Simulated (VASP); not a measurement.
# Tl2CuO4 (I4/mmm) in VASP: a series of runs

Runs on Tl2CuO4. Level: PBE. Tasks: single point.

All numbers are computed with VASP 6.6.1; they aren't measurements. Logs are shortened: lines on timing, memory, paths and dates and some standing lists are left out, and cuts for length are marked.

## (1) The cell of the first run

It takes space group I4/mmm (No. 139, tetragonal). The conventional cell has a = 3.934 Å, b = 3.934 Å, c = 11.868 Å, α = 90.00°, β = 90.00°, γ = 90.00°. Tl (site symmetry 4mm) has 8 O at 2.29 to 2.66 Å within 3.0 Å. Within 2.6 Å of Cu (site symmetry 4/mmm) lie 4 O at 1.97 Å. Within 2.8 Å of O (site symmetry mmm) lie 2 Cu at 1.97 Å and 4 Tl at 2.66 Å and 4 O at 2.78 Å. O (site symmetry -4m2) has 4 Tl at 2.29 Å and 6 O at 2.78 to 2.97 Å within 3.0 Å.

## (2) Single point, PBE

Input file INCAR:

```
ALGO     = Normal         # electronic algorithm
EDIFF    = 1E-6           # SCF threshold, eV
ENCUT    = 520            # plane-wave cutoff, eV
GGA      = PE             # functional
ISIF     = 2              # what is computed and relaxed
ISMEAR   = -1             # smearing method
LASPH    = T              # aspherical terms in the spheres
LCHARG   = F              # write CHGCAR
LREAL    = F              # projectors in reciprocal space
LWAVE    = F              # write WAVECAR
NBANDS   = 40             # bands
NELM     = 60             # most SCF steps
PREC     = Accurate       # precision mode
SIGMA    = 0.05           # smearing width, eV
```

Input file KPOINTS:

```
k-points
0
Gamma
  10 10 10
```

Input file POSCAR:

```
Tl2CuO4
1.0
   -1.9669070000      1.9669070000      5.9338890000
    1.9669070000     -1.9669070000      5.9338890000
    1.9669070000      1.9669070000     -5.9338890000
Tl Cu O
2 1 4
Direct
    0.3493790000      0.3493790000      0.0000000000
    0.6506210000      0.6506210000      0.0000000000
    0.0000000000      0.0000000000      0.0000000000
    0.0000000000      0.5000000000      0.5000000000
    0.5000000000      0.0000000000      0.5000000000
    0.2500000000      0.7500000000      0.5000000000
    0.7500000000      0.2500000000      0.5000000000
```

Potentials or basis: VASP PAW PBE potentials, release 64 (Tl_d, Cu, O).

Command:

```bash
cat potpaw_PBE.64/Tl_d/POTCAR potpaw_PBE.64/Cu/POTCAR potpaw_PBE.64/O/POTCAR > POTCAR
mpirun -np 1 vasp_std > vasp.out
```

OUTCAR:

```text
EDIFF = 1E-6
   ENCUT = 520
   GGA = PE
   ISIF = 2
   ISMEAR = -1
   LASPH = T
   LREAL = F
   NELM = 60
   PREC = Accurate

 ion  position               nearest neighbor table
   1  0.349  0.349  0.000-   6 2.29   7 2.29   6 2.29   7 2.29   4 2.66   5 2.66   4 2.66   5 2.66
                             3 3.31   3 3.31   3 3.31   3 3.31   2 3.58   2 3.65   2 3.65   2 3.65
   2  0.651  0.651  0.000-   6 2.29   7 2.29   6 2.29   7 2.29   4 2.66   5 2.66   5 2.66   4 2.66
                             3 3.31   3 3.31   3 3.31   3 3.31   1 3.58   1 3.65   1 3.65   1 3.65
   3  0.000  0.000  0.000-   4 1.97   5 1.97   4 1.97   5 1.97   2 3.31   2 3.31   2 3.31   1 3.31
                             2 3.31   1 3.31   1 3.31   1 3.31
   4  0.000  0.500  0.500-   3 1.97   3 1.97   2 2.66   1 2.66   2 2.66   1 2.66
   5  0.500  0.000  0.500-   3 1.97   3 1.97   2 2.66   1 2.66   1 2.66   2 2.66
   6  0.250  0.750  0.500-   1 2.29   2 2.29   1 2.29   2 2.29
   7  0.750  0.250  0.500-   1 2.29   2 2.29   1 2.29   2 2.29

  LATTYP: Found a body centered tetragonal cell.
 ALAT       =     3.9338140000
 C/A-ratio  =     3.0168630240

  Lattice vectors:

 A1 = (  -1.9669070000,   1.9669070000,   5.9338890000)
 A2 = (   1.9669070000,  -1.9669070000,   5.9338890000)
 A3 = (   1.9669070000,   1.9669070000,  -5.9338890000)

Analysis of symmetry for initial positions (statically):
=====================================================================
 Subroutine PRICEL returns:
 Original cell was already a primitive cell.

 Routine SETGRP: Setting up the symmetry group for a
 body centered tetragonal supercell.

 Subroutine GETGRP returns: Found 16 space group operations
 (whereof 16 operations were pure point group operations)
 out of a pool of 16 trial point group operations.

The static configuration has the point symmetry D_4h.

Analysis of symmetry for dynamics (positions and initial velocities):
=====================================================================
 Subroutine PRICEL returns:
 Original cell was already a primitive cell.

 Routine SETGRP: Setting up the symmetry group for a
 body centered tetragonal supercell.

 Subroutine GETGRP returns: Found 16 space group operations
 (whereof 16 operations were pure point group operations)
 out of a pool of 16 trial point group operations.

The dynamic configuration has the point symmetry D_4h.

 Subroutine INISYM returns: Found 16 space group operations
 (whereof 16 operations are pure point group operations),
 and found     1 'primitive' translations

----------------------------------------------------------------------------------------

                                     Primitive cell

  volume of cell :      91.8263

  direct lattice vectors                    reciprocal lattice vectors
    -1.966907000  1.966907000  5.933889000     0.000000000  0.254206223  0.084261772
     1.966907000 -1.966907000  5.933889000     0.254206223  0.000000000  0.084261772
     1.966907000  1.966907000 -5.933889000     0.254206223  0.254206223  0.000000000

  length of vectors
     6.553509362  6.553509362  6.553509362     0.267807487  0.267807487  0.359501889

  position of ions in fractional coordinates (direct lattice)
     0.349379000  0.349379000  0.000000000
     0.650621000  0.650621000  0.000000000
     0.000000000  0.000000000  0.000000000
     0.000000000  0.500000000  0.500000000
     0.500000000  0.000000000  0.500000000
     0.250000000  0.750000000  0.500000000
     0.750000000  0.250000000  0.500000000

  ion indices of the primitive-cell ions
   primitive index   ion index
                 1           1
                 2           2
                 3           3
                 4           4
                 5           5
                 6           6
                 7           7

----------------------------------------------------------------------------------------

 KPOINTS: k-points

Automatic generation of k-mesh.
 Grid dimensions read from file:
 generate k-points for:   10   10   10

 Generating k-lattice:

  Cartesian coordinates                     Fractional coordinates (reciprocal lattice)
     0.000000000  0.025420622  0.008426177     0.100000000  0.000000000 -0.000000000
     0.025420622  0.000000000  0.008426177     0.000000000  0.100000000 -0.000000000
     0.025420622  0.025420622  0.000000000     0.000000000  0.000000000  0.100000000

  Length of vectors
     0.026780749  0.026780749  0.035950189

  Shift w.r.t. Gamma in fractional coordinates (k-lattice)
     0.000000000  0.000000000  0.000000000

 Subroutine IBZKPT returns following result:
 ===========================================

 Found    102 irreducible k-points:

 Following reciprocal coordinates:
            Coordinates               Weight
  0.000000  0.000000  0.000000      1.000000
  0.100000  0.000000  0.000000      8.000000
  0.200000  0.000000  0.000000      8.000000
  0.300000 -0.000000  0.000000      8.000000
  0.400000  0.000000  0.000000      8.000000
  0.500000  0.000000  0.000000      4.000000
[... 16 lines left out ...]
  0.300000  0.300000  0.000000      8.000000
  0.400000  0.300000  0.000000     16.000000
 [... further k-points ...]
   k-points           NKPTS =    102   k-points in BZ     NKDIM =    102   number of bands    NBANDS=     40
   number of dos      NEDOS =    301   number of ions     NIONS =      7
   total plane-waves  NPLWV = 125000
   dimension x,y,z NGX =    50 NGY =   50 NGZ =   50
   dimension x,y,z NGXF=   100 NGYF=  100 NGZF=  100
   ions per type =               2   1   4
   NGX,Y,Z   is equivalent  to a cutoff of  12.68, 12.68, 12.68 a.u.
   NGXF,Y,Z  is equivalent  to a cutoff of  25.37, 25.37, 25.37 a.u.
 SYSTEM =  unknown system
   PREC   = accura    normal or accurate (medium, high low for compatibility)
   ISTART =      0    job   : 0-new  1-cont  2-samecut
   ICHARG =      2    charge: 1-file 2-atom 10-const
   ISPIN  =      1    spin polarized calculation?
   LNONCOLLINEAR =      F non collinear calculations
   LSORBIT =      F    spin-orbit coupling
   LASPH  =      T    aspherical Exc in radial PAW
   ENCUT  =  520.0 eV  38.22 Ry    6.18 a.u.  12.19 12.19 12.19*2*pi/ulx,y,z
   NELM   =     60;   NELMIN=  2; NELMDL= -5     # of ELM steps
   EDIFF  = 0.1E-05   stopping-criterion for ELM
   LREAL  =      F    real-space projection
   EDIFFG = 0.1E-04   stopping-criterion for IOM
   NSW    =      0    number of steps for IOM
   IBRION =     -1    ionic relax: 0-MD 1-quasi-New 2-CG
   NFREE  =      0    steps in history (QN), initial steepest desc. (CG)
   ISIF   =      2    stress and relaxation
   ISYM   =      2    0-nonsym 1-usesym 2-fastsym
   POTIM  = 0.5000    time-step for ionic-motion
   TEBEG  =    0.0;   TEEND  =   0.0 temperature during run
   PSTRESS=    0.0 pullay stress
   NELECT =      61.0000    total number of electrons
   NUPDOWN=      -1.0000    fix difference up-down
   EMIN   =  10.00;   EMAX   =-10.00  energy-range for DOS
   EFERMI =   0.00;   METHOD = LEGACY
   ISMEAR =    -1;   SIGMA  =   0.05  broadening in eV -4-tet -1-fermi 0-gaus
   EFERMI_NEDOS =   21; number of points for ismear=-14 and -15
   IALGO  =     38    algorithm
   IMIX   =      4    mixing-type and parameters
     AMIX     =   0.40;   BMIX     =  1.00
     AMIX_MAG =   1.60;   BMIX_MAG =  1.00
  volume/ion in A,a.u.               =      13.12        88.52
  Fermi-wavevector in a.u.,A,eV,Ry     =   1.428441  2.699363 27.761937  2.040445
  Thomas-Fermi vector in A             =   2.548503
   LORBIT       =      0    0 simple, 1 ext, 2 COOP (PROOUT), +10 PAW based schemes
   GGA     = PE    functional components
   LHFCALC =     F    Hartree Fock is set to
   AEXX    =    0.0000 exact exchange contribution
   IVDW    =     0    specifies the selected vdW correction
   LEPSILON=     F    determine dielectric tensor
   LRPA    =     F    only Hartree local field effects (RPA)
 non-spin polarized calculation
  energy-cutoff  :      520.00
  volume of cell :       91.83
 maximum number of plane-waves:      2550
 NGX is ok and might be reduce to    50
   NGX = 25   NGY = 25   NGZ = 25

 number of electron      61.0000007 magnetization

 Free energy of the ion-electron system (eV)
  ---------------------------------------------------
  ext. energy  EPLUGINS =         0.00000000
  ---------------------------------------------------
  free energy    TOTEN  =       -31.16705475 eV

  energy without entropy =      -31.15400264  energy(sigma->0) =      -31.16052870

 E-fermi :   5.1014     XC(G=0): -11.2424

 val. band max:        5.0944718344   @ k =   0.5000   0.1000   0.0000
 cond. band min:       5.1744543835   @ k =   0.5000   0.5000   0.3000
 fundamental gap:      0.0799825491
 Fermi energy:         5.1013830639

 k-point     1 :       0.0000    0.0000    0.0000
  band No.  band energies     occupation
      1     -13.0335      2.00000
      2     -12.3146      2.00000
      3     -11.6142      2.00000
      4     -11.4308      2.00000
      5      -5.2133      2.00000
      6      -5.2133      2.00000
[... 32 lines left out ...]
     39      14.6668      0.00000
     40      14.6668      0.00000

 k-point     2 :       0.1000    0.0000    0.0000
  band No.  band energies     occupation
      1     -12.9881      2.00000
      2     -12.2971      2.00000
      3     -11.6414      2.00000
      4     -11.4458      2.00000
      5      -5.2137      2.00000
      6      -5.2130      2.00000
[... 32 lines left out ...]
     39      14.4315      0.00000
     40      14.7403      0.00000

 k-point     3 :       0.2000    0.0000    0.0000
  band No.  band energies     occupation
      1     -12.8583      2.00000
      2     -12.2461      2.00000
      3     -11.7152      2.00000
      4     -11.4978      2.00000
      5      -5.2138      2.00000
      6      -5.1950      2.00000
[... 853 lines left out ...]
  band No.  band energies     occupation
      1     -12.3514      2.00000
      2     -12.0703      2.00000
      3     -11.9203      2.00000
      4     -11.6627      2.00000
      5      -5.1064      2.00000
      6      -5.0369      2.00000
[... 32 lines left out ...]
     39      14.5995      0.00000
     40      15.1575      0.00000

 k-point    24 :       0.4000    0.3000    0.0000
  band No.  band energies     occupation
      1     -12.1950      2.00000
      2     -12.0000      2.00000
      3     -11.9740      2.00000
      4     -11.7378      2.00000
      5      -5.1020      2.00000
      6      -5.0363      2.00000
[... 32 lines left out ...]
     39      14.6798      0.00000
     40      14.9889      0.00000

 [... further k-points ...]

------------------------ aborting loop because EDIFF is reached ----------------------------------------

  FORCE on cell =-STRESS in cart. coord.  units (eV):
  Direction    XX          YY          ZZ          XY          YZ          ZX
  --------------------------------------------------------------------------------------
  -------------------------------------------------------------------------------------
  Total       -0.1330438     -0.1330438      0.3772332      0.0000000     -0.0000000      0.0000000
  in kB       -2.3213373     -2.3213373      6.5819327      0.0000000     -0.0000000      0.0000000
  external PRESSURE =       0.6464194 kB  Pullay stress =       0.0000000 kB

 VOLUME and BASIS-vectors are now :
 -----------------------------------------------------------------------------
  energy-cutoff  :      520.00
  volume of cell :       91.83
      direct lattice vectors                 reciprocal lattice vectors
    -1.966907000  1.966907000  5.933889000     0.000000000  0.254206223  0.084261772
     1.966907000 -1.966907000  5.933889000     0.254206223  0.000000000  0.084261772
     1.966907000  1.966907000 -5.933889000     0.254206223  0.254206223  0.000000000

 POSITION                                       TOTAL-FORCE (eV/Angst)
 -----------------------------------------------------------------------------------
      0.00000      0.00000      4.14635        -0.000000     -0.000000     -0.068274
      0.00000      0.00000      7.72143         0.000000      0.000000      0.068274
      0.00000      0.00000      0.00000         0.000000      0.000000     -0.000000
      1.96691      0.00000      0.00000         0.000000      0.000000     -0.000000
      0.00000      1.96691      0.00000         0.000000      0.000000     -0.000000
      1.96691      0.00000      2.96694         0.000000      0.000000     -0.000000
      0.00000      1.96691      2.96694         0.000000      0.000000      0.000000
 -----------------------------------------------------------------------------------
    total drift:                               -0.000000     -0.000000     -0.000000

  FREE ENERGIE OF THE ION-ELECTRON SYSTEM (eV)
  ---------------------------------------------------
  free  energy   TOTEN  =       -31.1670547532 eV

  energy  without entropy=      -31.1540026400  energy(sigma->0) =      -31.16052870
```

Wall time 20 min (1 thread of Intel Xeon 6975P-C (Granite Rapids), shared host); peak memory 0.58 GiB.

What came out:

```yaml
Free_energy: -31.1671 eV
Pressure: 0.1 GPa
Largest_force: 0.068 eV/Å
Band_gap_on_the_k_mesh: zero (an odd number of electrons rules out a gap without spin polarisation)
```

Forces on the atoms (eV/Å):
```
Tl   0.000  0.000 -0.068
Tl   0.000  0.000  0.068
Cu   0.000  0.000  0.000
O    0.000  0.000  0.000
O    0.000  0.000  0.000
O    0.000  0.000  0.000
O    0.000  0.000  0.000
```

Stress tensor (GPa, compression positive):
```
-0.23  0.00  0.00
 0.00 -0.23  0.00
 0.00  0.00  0.66
```

Levels at points of the mesh, in eV from the Fermi level:
| k point | band 28 | band 29 | band 30 | band 31 | band 32 | band 33 | band 34 | band 35 |
| --- | --- | --- | --- | --- | --- | --- | --- | --- |
| (0.00, 0.00, 0.00) | -1.48 | -1.26 | -0.64 | -0.51 | -0.51 | 2.91 | 5.13 | 5.62 |
| (0.50, 0.00, 0.00) | -0.93 | -0.63 | -0.52 | -0.31 | 2.36 | 2.37 | 5.64 | 5.76 |
| (0.50, 0.50, 0.00) | -0.20 | -0.18 | -0.14 | 1.10 | 2.09 | 3.11 | 5.64 | 5.77 |
| (0.50, 0.50, 0.50) | -1.09 | -0.77 | -0.77 | -0.46 | 1.04 | 1.51 | 4.32 | 7.15 |

Caveat: spin-orbit coupling is left out, which moves the levels of the heavy elements; an odd number of electrons without spin polarisation forces a metal; a magnetic or distorted state may lie lower; semilocal functionals often make such compounds metallic where correlation or magnetic order opens a gap, which also shifts bond lengths. With open d or f shells a metallic result of PBE can be an artefact of self-interaction; +U or a hybrid may open a gap.

[end of part 1 of 2]

The gap in the log of VASP goes by the Fermi energy; the results here count the filled bands.